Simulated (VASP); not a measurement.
# Al4GaRu2 in VASP: further runs

Al4GaRu2 is run at these levels: PBE; tasks: single point, relaxation of cell and atoms.

Program: VASP 6.6.1. These are calculated values, not measurements. Logs are shortened: lines on timing, memory, paths and dates and some standing lists are left out, and cuts for length are marked.

### 1 The cell of the first run

It takes space group C2/m (No. 12, monoclinic). The conventional cell has a = 6.730 Å, b = 7.543 Å, c = 4.375 Å, α = 90.00°, β = 92.88°, γ = 90.00°. Al (site symmetry 1) has 4 Ru at 2.58 to 2.66 Å and 7 Al at 2.59 to 3.50 Å and 2 Ga at 2.82 to 2.95 Å within 3.6 Å. Within 3.2 Å of Ga (site symmetry 2/m) lie 2 Ru at 2.46 Å and 8 Al at 2.82 to 2.95 Å. Within 3.2 Å of Ru (site symmetry m) lie 1 Ga at 2.46 Å and 8 Al at 2.58 to 2.66 Å and 2 Ru at 3.06 to 3.11 Å.

### 2 Single point, PBE

INCAR reads:

```
SYSTEM = Al4GaRu2
ALGO = Fast ; EDIFF = 1E-6
ENCUT = 520 ; GGA = PE
ISIF = 2 ; ISMEAR = 0
LASPH = .TRUE. ; LCHARG = .FALSE.
LREAL = .FALSE. ; LWAVE = .FALSE.
NBANDS = 36 ; NELM = 100
PREC = Accurate ; SIGMA = 0.2
```

KPOINTS reads:

```
k-points
0
G
  3 3 4
  0 0 0
```

POSCAR reads:

```
Al4GaRu2
1.0
    3.3638810578     -3.7713252012     -0.0841570150
    3.3638810578      3.7713252012     -0.0841570150
   -0.1108089246      0.0000000000      4.3732855486
Al Ga Ru
4 1 2
Direct
    0.3453015980      0.9746851632      0.2567240227
    0.6546984020      0.0253148368      0.7432759773
    0.0253148368      0.6546984020      0.7432759773
    0.9746851632      0.3453015980      0.2567240227
    0.5000000000      0.5000000000      0.0000000000
    0.8379734653      0.8379734653      0.2415630220
    0.1620265347      0.1620265347      0.7584369780
```

Potentials or basis: VASP PAW PBE potentials, release 64 (Al, Ga_d, Ru_pv).

The run is started by

```
cat potpaw_PBE.64/Al/POTCAR potpaw_PBE.64/Ga_d/POTCAR potpaw_PBE.64/Ru_pv/POTCAR > POTCAR
mpirun -np 1 vasp_std > vasp.out
```

OUTCAR:

```text
SYSTEM = Al4GaRu2
   EDIFF = 1E-6
   ENCUT = 520
   GGA = PE
   ISIF = 2
   ISMEAR = 0
   LASPH = .TRUE.
   LREAL = .FALSE.
   NELM = 100
   PREC = Accurate

 ion  position               nearest neighbor table
   1  0.345  0.975  0.257-   6 2.58   2 2.59   7 2.59   7 2.60   6 2.66   2 2.78   4 2.80   5 2.82
                             5 2.95   3 3.03   3 3.10
   2  0.655  0.025  0.743-   7 2.58   1 2.59   6 2.59   6 2.60   7 2.66   1 2.78   3 2.80   5 2.82
                             5 2.95   4 3.03   4 3.10
   3  0.025  0.655  0.743-   7 2.58   4 2.59   6 2.59   6 2.60   7 2.66   4 2.78   2 2.80   5 2.82
                             5 2.95   1 3.03   1 3.10
   4  0.975  0.345  0.257-   6 2.58   3 2.59   7 2.59   7 2.60   6 2.66   3 2.78   1 2.80   5 2.82
                             5 2.95   2 3.03   2 3.10
   5  0.500  0.500  0.000-   6 2.46   7 2.46   3 2.82   4 2.82   1 2.82   2 2.82   3 2.95   2 2.95
                             1 2.95   4 2.95
   6  0.838  0.838  0.242-   5 2.46   4 2.58   1 2.58   3 2.59   2 2.59   3 2.60   2 2.60   4 2.66
                             1 2.66   7 3.06   7 3.11
   7  0.162  0.162  0.758-   5 2.46   3 2.58   2 2.58   4 2.59   1 2.59   1 2.60   4 2.60   2 2.66
                             3 2.66   6 3.06   6 3.11

  LATTYP: Found a base centered monoclinic cell.
 ALAT       =     6.7298672124
 B/A-ratio  =     1.1207725449
 C/A-ratio  =     0.6500409304
 COS(beta)  =    -0.0503236141

  Lattice vectors:

 A1 = (   3.3638810578,  -3.7713252012,  -0.0841570150)
 A2 = (   3.3638810578,   3.7713252012,  -0.0841570150)
 A3 = (  -0.1108089246,   0.0000000000,   4.3732855486)

Analysis of symmetry for initial positions (statically):
=====================================================================
 Subroutine PRICEL returns:
 Original cell was already a primitive cell.

 Routine SETGRP: Setting up the symmetry group for a
 base centered monoclinic supercell.

 Subroutine GETGRP returns: Found  4 space group operations
 (whereof  4 operations were pure point group operations)
 out of a pool of  4 trial point group operations.

The static configuration has the point symmetry C_2h.

Analysis of symmetry for dynamics (positions and initial velocities):
=====================================================================
 Subroutine PRICEL returns:
 Original cell was already a primitive cell.

 Routine SETGRP: Setting up the symmetry group for a
 base centered monoclinic supercell.

 Subroutine GETGRP returns: Found  4 space group operations
 (whereof  4 operations were pure point group operations)
 out of a pool of  4 trial point group operations.

The dynamic configuration has the point symmetry C_2h.

 Subroutine INISYM returns: Found  4 space group operations
 (whereof  4 operations are pure point group operations),
 and found     1 'primitive' translations

----------------------------------------------------------------------------------------

                                     Primitive cell

  volume of cell :     110.8912

  direct lattice vectors                    reciprocal lattice vectors
     3.363881058 -3.771325201 -0.084157015     0.148732116 -0.132579391  0.003768527
     3.363881058  3.771325201 -0.084157015     0.148732116  0.132579391  0.003768527
    -0.110808925  0.000000000  4.373285549     0.005724232  0.000000000  0.228806074

  length of vectors
     5.054272643  5.054272643  4.374689144     0.199280554  0.199280554  0.228877667

  position of ions in fractional coordinates (direct lattice)
     0.345301598  0.974685163  0.256724023
     0.654698402  0.025314837  0.743275977
     0.025314837  0.654698402  0.743275977
     0.974685163  0.345301598  0.256724023
     0.500000000  0.500000000  0.000000000
     0.837973465  0.837973465  0.241563022
     0.162026535  0.162026535  0.758436978

  ion indices of the primitive-cell ions
   primitive index   ion index
                 1           1
                 2           2
                 3           3
                 4           4
                 5           5
                 6           6
                 7           7

----------------------------------------------------------------------------------------

 KPOINTS: k-points

Automatic generation of k-mesh.
 Grid dimensions read from file:
 generate k-points for:    3    3    4

 Generating k-lattice:

  Cartesian coordinates                     Fractional coordinates (reciprocal lattice)
     0.049577372 -0.044193130  0.001256176     0.333333333 -0.000000000  0.000000000
     0.049577372  0.044193130  0.001256176    -0.000000000  0.333333333  0.000000000
     0.001431058  0.000000000  0.057201518     0.000000000  0.000000000  0.250000000

  Length of vectors
     0.066426851  0.066426851  0.057219417

  Shift w.r.t. Gamma in fractional coordinates (k-lattice)
     0.000000000  0.000000000  0.000000000

 Subroutine IBZKPT returns following result:
 ===========================================

 Found     14 irreducible k-points:

 Following reciprocal coordinates:
            Coordinates               Weight
  0.000000  0.000000  0.000000      1.000000
  0.333333 -0.000000 -0.000000      4.000000
  0.333333  0.333333  0.000000      2.000000
 -0.333333  0.333333  0.000000      2.000000
  0.000000  0.000000  0.250000      2.000000
  0.333333 -0.000000  0.250000      4.000000
 -0.333333  0.000000  0.250000      4.000000
  0.333333  0.333333  0.250000      2.000000
 -0.333333  0.333333  0.250000      4.000000
 -0.333333 -0.333333  0.250000      2.000000
  0.000000  0.000000  0.500000      1.000000
  0.333333 -0.000000  0.500000      4.000000
  0.333333  0.333333  0.500000      2.000000
 -0.333333  0.333333  0.500000      2.000000
   k-points           NKPTS =     14   k-points in BZ     NKDIM =     14   number of bands    NBANDS=     36
   number of dos      NEDOS =    301   number of ions     NIONS =      7
   total plane-waves  NPLWV =  57600
   dimension x,y,z NGX =    40 NGY =   40 NGZ =   36
   dimension x,y,z NGXF=    80 NGYF=   80 NGZF=   72
   ions per type =               4   1   2
   NGX,Y,Z   is equivalent  to a cutoff of  13.16, 13.16, 13.68 a.u.
   NGXF,Y,Z  is equivalent  to a cutoff of  26.31, 26.31, 27.36 a.u.
 SYSTEM =  Al4GaRu2
   PREC   = accura    normal or accurate (medium, high low for compatibility)
   ISTART =      0    job   : 0-new  1-cont  2-samecut
   ICHARG =      2    charge: 1-file 2-atom 10-const
   ISPIN  =      1    spin polarized calculation?
   LNONCOLLINEAR =      F non collinear calculations
   LSORBIT =      F    spin-orbit coupling
   LASPH  =      T    aspherical Exc in radial PAW
   ENCUT  =  520.0 eV  38.22 Ry    6.18 a.u.   9.40  9.40  8.13*2*pi/ulx,y,z
   NELM   =    100;   NELMIN=  2; NELMDL= -5     # of ELM steps
   EDIFF  = 0.1E-05   stopping-criterion for ELM
   LREAL  =      F    real-space projection
[... 7 lines left out ...]
   TEBEG  =    0.0;   TEEND  =   0.0 temperature during run
   PSTRESS=    0.0 pullay stress
   NELECT =      53.0000    total number of electrons
   NUPDOWN=      -1.0000    fix difference up-down
   EMIN   =  10.00;   EMAX   =-10.00  energy-range for DOS
   EFERMI =   0.00;   METHOD = LEGACY
   ISMEAR =     0;   SIGMA  =   0.20  broadening in eV -4-tet -1-fermi 0-gaus
   EFERMI_NEDOS =   21; number of points for ismear=-14 and -15
   IALGO  =     68    algorithm
   IMIX   =      4    mixing-type and parameters
     AMIX     =   0.40;   BMIX     =  1.00
     AMIX_MAG =   1.60;   BMIX_MAG =  1.00
  volume/ion in A,a.u.               =      15.84       106.90
  Fermi-wavevector in a.u.,A,eV,Ry     =   1.279974  2.418800 22.290875  1.638333
  Thomas-Fermi vector in A             =   2.412428
   LORBIT       =      0    0 simple, 1 ext, 2 COOP (PROOUT), +10 PAW based schemes
   GGA     = PE    functional components
   LHFCALC =     F    Hartree Fock is set to
   AEXX    =    0.0000 exact exchange contribution
   IVDW    =     0    specifies the selected vdW correction
   LEPSILON=     F    determine dielectric tensor
   LRPA    =     F    only Hartree local field effects (RPA)
 non-spin polarized calculation
 RMM-DIIS sequential band-by-band and
 Gauss-broadening in eV      SIGMA  =   0.20
  energy-cutoff  :      520.00
  volume of cell :      110.89
 maximum number of plane-waves:      3001
 NGX is ok and might be reduce to    40
   NGX = 19   NGY = 19   NGZ = 17

 number of electron      53.0000005 magnetization

 Free energy of the ion-electron system (eV)
  ---------------------------------------------------
  ext. energy  EPLUGINS =         0.00000000
  ---------------------------------------------------
  free energy    TOTEN  =       -40.11284823 eV

  energy without entropy =      -40.07388984  energy(sigma->0) =      -40.09336904

 E-fermi :   8.3452     XC(G=0): -11.2199

 val. band max:        8.3017005681   @ k =  -0.3333  -0.3333   0.2500
 cond. band min:       8.4102383380   @ k =   0.3333   0.3333   0.2500
 fundamental gap:      0.1085377699
 Fermi energy:         8.3451706067

 k-point     1 :       0.0000    0.0000    0.0000
  band No.  band energies     occupation
      1     -33.9813      2.00000
      2     -33.9089      2.00000
      3     -33.7931      2.00000
      4     -33.7892      2.00000
      5     -33.7802      2.00000
      6     -33.7283      2.00000
[... 28 lines left out ...]
     35      13.2862      0.00000
     36      13.9182      0.00000

 k-point     2 :       0.3333   -0.0000   -0.0000
  band No.  band energies     occupation
      1     -33.9805      2.00000
      2     -33.9100      2.00000
      3     -33.7942      2.00000
      4     -33.7891      2.00000
      5     -33.7796      2.00000
      6     -33.7285      2.00000
[... 28 lines left out ...]
     35      13.8405      0.00000
     36      14.1911      0.00000
[... 427 lines left out ...]
     35      13.9465      0.00000
     36      14.2332      0.00000

 k-point    14 :      -0.3333    0.3333    0.5000
  band No.  band energies     occupation
      1     -33.9846      2.00000
      2     -33.9123      2.00000
      3     -33.7901      2.00000
      4     -33.7873      2.00000
      5     -33.7861      2.00000
      6     -33.7263      2.00000
[... 28 lines left out ...]
     35      14.5737      0.00000
     36      15.0884      0.00000

------------------------ aborting loop because EDIFF is reached ----------------------------------------

  FORCE on cell =-STRESS in cart. coord.  units (eV):
  Direction    XX          YY          ZZ          XY          YZ          ZX
  --------------------------------------------------------------------------------------
  -------------------------------------------------------------------------------------
  Total        0.2941133     -0.0628299      0.1060369      0.0000000      0.0000000      0.0844327
  in kB        4.2494049     -0.9077784      1.5320413      0.0000000      0.0000000      1.2199002
  external PRESSURE =       1.6245559 kB  Pullay stress =       0.0000000 kB

 VOLUME and BASIS-vectors are now :
 -----------------------------------------------------------------------------
  energy-cutoff  :      520.00
  volume of cell :      110.89
      direct lattice vectors                 reciprocal lattice vectors
     3.363881058 -3.771325201 -0.084157015     0.148732116 -0.132579391  0.003768527
     3.363881058  3.771325201 -0.084157015     0.148732116  0.132579391  0.003768527
    -0.110808925  0.000000000  4.373285549     0.005724232  0.000000000  0.228806074

 POSITION                                       TOTAL-FORCE (eV/Angst)
 -----------------------------------------------------------------------------------
      4.41183      2.37361      1.01164        -0.018018     -0.006522     -0.019766
      2.20512     -2.37361      3.19333         0.018018      0.006522      0.019766
      2.20512      2.37361      3.19333         0.018018     -0.006522      0.019766
      4.41183     -2.37361      1.01164        -0.018018      0.006522     -0.019766
      3.36388      0.00000     -0.08416         0.000000     -0.000000     -0.000000
      5.61092      0.00000      0.91538        -0.001718     -0.000000     -0.005148
      1.00603      0.00000      3.28959         0.001718     -0.000000      0.005148
 -----------------------------------------------------------------------------------
    total drift:                                0.000000      0.000000     -0.000000

  FREE ENERGIE OF THE ION-ELECTRON SYSTEM (eV)
  ---------------------------------------------------
  free  energy   TOTEN  =       -40.1128482319 eV

  energy  without entropy=      -40.0738898414  energy(sigma->0) =      -40.09336904
```

Run time: 2.3 min. Hardware: 1 thread of Oxide Virtual Turin-like, shared host; peak memory 0.21 GiB.

Results:

```yaml
Free_energy: -40.1128 eV
Pressure: 0.2 GPa
Largest_force: 0.028 eV/Å
Band_gap_on_the_k_mesh: zero (an odd number of electrons rules out a gap without spin polarisation)
```

Forces on the atoms (eV/Å):
```
Al  -0.018 -0.007 -0.020
Al   0.018  0.007  0.020
Al   0.018 -0.007  0.020
Al  -0.018  0.007 -0.020
Ga   0.000  0.000  0.000
Ru  -0.002  0.000 -0.005
Ru   0.002  0.000  0.005
```

Caveat: the k points lie up to 0.42 Å⁻¹ apart, too coarse for converged energies and pressures of a metal.

(Part 1 of 3 ends here.)

The gap in the log of VASP goes by the Fermi energy; the results here count the filled bands.